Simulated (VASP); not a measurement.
# Zn5S (P4/mmm) in VASP: notebook, part 2 of 2

VASP 6.6.1.

## Step 4: Relaxation of cell and atoms, PBE

File INCAR:

```
SYSTEM = Zn5S
ALGO = Normal ; EDIFF = 1E-6
EDIFFG = -0.04 ; ENCUT = 600
GGA = PE ; IBRION = 2
ISIF = 3 ; ISMEAR = 0
LASPH = .True. ; LCHARG = .False.
LREAL = .False. ; LWAVE = .False.
NELM = 80 ; NSW = 90
PREC = Accurate ; SIGMA = 0.1
```

File KPOINTS:

```
k-points
0
Gamma
  4 4 4
  0 0 0
```

File POSCAR:

```
Zn5S
1.0
    4.0409667400      0.0000000000      0.0000000000
    0.0000000000      4.0409667400      0.0000000000
    0.0000000000      0.0000000000      6.9563727500
Zn S
5 1
Direct
    0.5000000000      0.5000000000      0.7567736800
    0.5000000000      0.5000000000      0.2432263200
    0.0000000000      0.5000000000      0.5000000000
    0.5000000000      0.0000000000      0.5000000000
    0.5000000000      0.5000000000      0.0000000000
    0.5000000000      0.5000000000      0.5000000000
```

Started as:

```sh
> cat potpaw_PBE.64/Zn/POTCAR potpaw_PBE.64/S/POTCAR > POTCAR
> mpirun -np 1 vasp_std > vasp.out
```

Run time: 18 min. Hardware: 1 thread of Intel Xeon 6975P-C (Granite Rapids), shared host; peak memory 0.27 GiB.

Results (log left out):

* Free energy: -5.4394 eV
* Relaxed volume: 45.43 Å³/atom
* Relaxed cell: a = 5.427 Å, b = 5.427 Å, c = 9.254 Å, α = 90.00°, β = 90.00°, γ = 90.00°
* Space group after relaxing (to 0.1 Å): P4/mmm (No. 123)
* Energy gained by relaxing: 2850.9 meV/atom
* Ionic steps: 26
* Pressure after relaxing: 0.0 GPa
* Largest force after relaxing: 0.005 eV/Å
* Band gap on the k mesh: zero (bands 33 and 34 overlap by 0.22 eV)

Forces on the atoms (eV/Å):
```
Zn   0.000  0.000 -0.005
Zn   0.000  0.000  0.005
Zn   0.000  0.000  0.000
Zn   0.000  0.000  0.000
Zn   0.000  0.000  0.000
S    0.000  0.000  0.000
```

The path:
```
step  energy change (eV)  largest force (eV/Å)  pressure (GPa)  volume (Å³)
   1              0.0000                7.4034           76.21       113.59
   2            -12.3625                0.7128           -8.17       302.76
   3            -15.1534                2.5153            4.99       193.86
   4            -15.2870                2.0445            3.57       203.76
   5            -15.3628                1.6505            2.45       216.13
   6            -14.9746                1.0781           -1.24       257.61
   7            -15.3542                1.5676            2.13       220.75
   8            -15.3506                1.4039            1.36       228.08
   9            -15.3569                1.4826            1.75       224.32
  10            -15.6867                1.2148            0.73       237.68
  11            -16.2085                0.6459           -0.06       271.05
  12            -16.1621                0.2689           -1.96       344.94
  13            -16.3653                0.1414           -1.21       304.99
  14            -16.6975                0.2429           -0.71       296.10
  15            -14.2748                8.6645            6.26       266.05
  16            -16.7822                0.1416           -0.73       294.45
  17            -16.9219                1.4249           -0.08       281.71
  18            -16.9771                0.6043           -0.36       287.72
  19            -16.9817                0.6990           -0.31       286.78
  20            -17.0803                0.1458           -0.19       278.61
  21            -17.0940                0.2653           -0.15       274.11
  22            -17.0942                0.1938           -0.17       274.81
  23            -17.0927                0.0680            0.44       268.97
  24            -17.1036                0.1349            0.05       271.74
  25            -17.1051                0.0432            0.01       272.78
  26            -17.1052                0.0050            0.02       272.56
```

Final structure:
```
CELL_PARAMETERS angstrom
5.42710 0.00000 0.00000
0.00000 5.42710 0.00000
0.00000 0.00000 9.25409
ATOMIC_POSITIONS crystal
Zn 0.50000 0.50000 0.74692
Zn 0.50000 0.50000 0.25308
Zn 0.00000 0.50000 0.50000
Zn 0.50000 0.00000 0.50000
Zn 0.50000 0.50000 0.00000
S 0.50000 0.50000 0.50000
```

Levels at points of the mesh, in eV from the Fermi level:
| k point | band 31 | band 32 | band 33 | band 34 | band 35 | band 36 |
| --- | --- | --- | --- | --- | --- | --- |
| (0.00, 0.00, 0.00) | -2.95 | -2.21 | -1.80 | 0.15 | 1.50 | 1.50 |
| (0.50, 0.00, 0.00) | -2.31 | -2.09 | -0.02 | 0.04 | 0.21 | 0.63 |
| (0.50, 0.50, 0.00) | -1.99 | 0.03 | 0.20 | 0.28 | 0.28 | 0.32 |
| (0.00, 0.00, 0.50) | -3.76 | -2.59 | -1.80 | 1.10 | 1.10 | 1.37 |
| (0.50, 0.00, 0.50) | -3.47 | -2.14 | -0.61 | 0.28 | 1.27 | 2.01 |
| (0.50, 0.50, 0.50) | -3.25 | -0.34 | -0.34 | 0.04 | 0.61 | 0.61 |

Caveat: the k points lie up to 0.29 Å⁻¹ apart in the final cell; the volume moved by over 15 % at a fixed basis, so the end points are rough; semilocal functionals underestimate gaps, and a narrow one can read as zero.

## Step 5: Single point, PBE

This run uses another cell than the first one, of 96.11 Å³/atom.

File INCAR:

```
SYSTEM = Zn5S
PREC = Accurate
ENCUT = 520
EDIFF = 1E-7
ISMEAR = 0
SIGMA = 0.02
LREAL = .False.
LASPH = .True.
NELM = 60
ALGO = Normal
ISIF = 2
LWAVE = .False.
LCHARG = .False.
GGA = PE
NBANDS = 42
```

File KPOINTS:

```
Automatic mesh
0
Gamma
  4 4 4
  0 0 0
```

File POSCAR:

```
Zn5S
1.0
    7.9731927751      0.0000000000      0.0000000000
    0.0000000000      7.9731927751      0.0000000000
    0.0000000000      0.0000000000      9.0707161363
Zn S
5 1
Direct
    0.5000000000      0.5000000000      0.7373001999
    0.5000000000      0.5000000000      0.2626998001
    0.0000000000      0.5000000000      0.5000000000
    0.5000000000      0.0000000000      0.5000000000
    0.5000000000      0.5000000000      0.0000000000
    0.5000000000      0.5000000000      0.5000000000
```

Potentials or basis: VASP PAW PBE potentials, release 64 (Zn, S).

Started as:

```sh
> cat potpaw_PBE.64/Zn/POTCAR potpaw_PBE.64/S/POTCAR > POTCAR
> mpirun -np 1 vasp_std > vasp.out
```

OUTCAR:

```text
SYSTEM = Zn5S
   PREC = Accurate
   ENCUT = 520
   EDIFF = 1E-7
   ISMEAR = 0
   LREAL = .False.
   LASPH = .True.
   NELM = 60
   ISIF = 2
   GGA = PE

 ion  position               nearest neighbor table
   1  0.500  0.500  0.737-   6 2.15   5 2.38
   2  0.500  0.500  0.263-   6 2.15   5 2.38
   3  0.000  0.500  0.500-
   4  0.500  0.000  0.500-
   5  0.500  0.500  0.000-   1 2.38   2 2.38
   6  0.500  0.500  0.500-   1 2.15   2 2.15

  LATTYP: Found a simple tetragonal cell.
[... 1007 lines left out ...]
  -------------------------------------------------------------------------------------
  Total        0.1334360      0.1334360      0.2853713      0.0000000      0.0000000      0.0000000
  in kB        0.3707470      0.3707470      0.7928933      0.0000000      0.0000000      0.0000000
  external PRESSURE =       0.5114624 kB  Pullay stress =       0.0000000 kB

 VOLUME and BASIS-vectors are now :
 -----------------------------------------------------------------------------
  energy-cutoff  :      520.00
  volume of cell :      576.64
      direct lattice vectors                 reciprocal lattice vectors
     7.973192775  0.000000000  0.000000000     0.125420271  0.000000000  0.000000000
     0.000000000  7.973192775  0.000000000     0.000000000  0.125420271  0.000000000
     0.000000000  0.000000000  9.070716136     0.000000000  0.000000000  0.110244879

 POSITION                                       TOTAL-FORCE (eV/Angst)
 -----------------------------------------------------------------------------------
      3.98660      3.98660      6.68784        -0.000000     -0.000000      0.016749
      3.98660      3.98660      2.38288         0.000000      0.000000     -0.016749
      0.00000      3.98660      4.53536         0.000000      0.000000      0.000000
      3.98660      0.00000      4.53536         0.000000      0.000000      0.000000
      3.98660      3.98660      0.00000         0.000000      0.000000      0.000000
      3.98660      3.98660      4.53536         0.000000      0.000000      0.000000
 -----------------------------------------------------------------------------------
    total drift:                                0.000000      0.000000      0.000000

  FREE ENERGIE OF THE ION-ELECTRON SYSTEM (eV)
  ---------------------------------------------------
  free  energy   TOTEN  =        -6.2167829559 eV

  energy  without entropy=       -6.2167829559  energy(sigma->0) =       -6.21678296
```

OSZICAR:

```text
N       E                     dE             d eps       ncg     rms          rms(c)
DAV:   1     0.325569562957E+03    0.32557E+03   -0.26415E+04  1512   0.130E+03
DAV:   2     0.240746053600E+02   -0.30149E+03   -0.29205E+03  1672   0.291E+02
DAV:   3    -0.677885200086E+01   -0.30853E+02   -0.30660E+02  1794   0.893E+01
[... 11 lines left out ...]
DAV:  15    -0.621673522697E+01   -0.17271E-03   -0.14331E-04  1852   0.130E-01    0.332E-02
DAV:  16    -0.621676512127E+01   -0.29894E-04   -0.37142E-05  1736   0.379E-02    0.244E-02
DAV:  17    -0.621677723436E+01   -0.12113E-04   -0.32883E-05  1848   0.304E-02    0.444E-03
DAV:  18    -0.621677971340E+01   -0.24790E-05   -0.43449E-06  1588   0.864E-03    0.384E-03
DAV:  19    -0.621678296412E+01   -0.32507E-05   -0.10159E-06  1444   0.124E-02    0.179E-03
DAV:  20    -0.621678295586E+01    0.82637E-08   -0.21806E-07  1458   0.724E-03
   1 F= -.62167830E+01 E0= -.62167830E+01  d E =-.725682E-18
```

stdout:

```text
POSCAR found type information on POSCAR ZnS
 POSCAR found :  2 types and       6 ions
 scaLAPACK will be used
 LDA part: xc-table for (Slater+PW92), standard interpolation
 POSCAR, INCAR and KPOINTS ok, starting setup
 FFT: planning ... GRIDC
 FFT: planning ... GRID_SOFT
 FFT: planning ... GRID
 WAVECAR not read
 entering main loop
```

Wall time 7.1 min (1 thread of Intel Xeon 6975P-C (Granite Rapids), shared host); peak memory 0.71 GiB.

Results:

```
Free energy            : -6.2168 eV
Pressure               : 0.1 GPa
Largest force          : 0.017 eV/Å
Band gap on the k mesh : 1.86 eV
```

Forces on the atoms (eV/Å):
```
Zn   0.000  0.000  0.017
Zn   0.000  0.000 -0.017
Zn   0.000  0.000  0.000
Zn   0.000  0.000  0.000
Zn   0.000  0.000  0.000
S    0.000  0.000  0.000
```

## Step 6: Summary

| task | cell | cutoff (eV) | smearing | gap on the mesh (eV) | pressure (GPa) | largest force (eV/Å) |
| --- | --- | --- | --- | --- | --- | --- |
| single point | a = 4.041, b = 4.041, c = 6.956 Å, 6 atoms, atomic positions A | 520 | gaussian 0.1 eV | none | 76.3 | 7.41 |
| single point | a = 5.486, b = 5.486, c = 9.247 Å, 6 atoms, atomic positions B | 520 | gaussian 0.1 eV | none | 0.0 | 0.02 |
| relaxation of cell and atoms | relaxed from a = 4.041, b = 4.041, c = 6.956 Å, 6 atoms, atomic positions A | 600 | gaussian 0.1 eV | none | 0.0 | 0.01 |
| single point | a = 7.973, b = 7.973, c = 9.071 Å, 6 atoms, atomic positions C | 520 | gaussian 0.02 eV | 1.86 | 0.1 | 0.02 |

Alike in all rows: level PBE; potentials or basis VASP PAW PBE potentials, release 64 (Zn, S); no spin polarisation; k mesh 4 × 4 × 4.

Caveats: some runs use coarse meshes; semilocal functionals underestimate gaps, and a narrow one can read as zero (at least some runs); atoms lie so close that the PAW spheres overlap strongly, which falsifies energies and pressures (at least some runs); forces of over 1 eV/Å act on the atoms, so gaps and moduli don't describe the material at rest (at least some runs); the volume moved by over 15 % at a fixed basis, so the end points are rough (at least some runs).

Absolute energies hang on the potentials; compare differences alone.
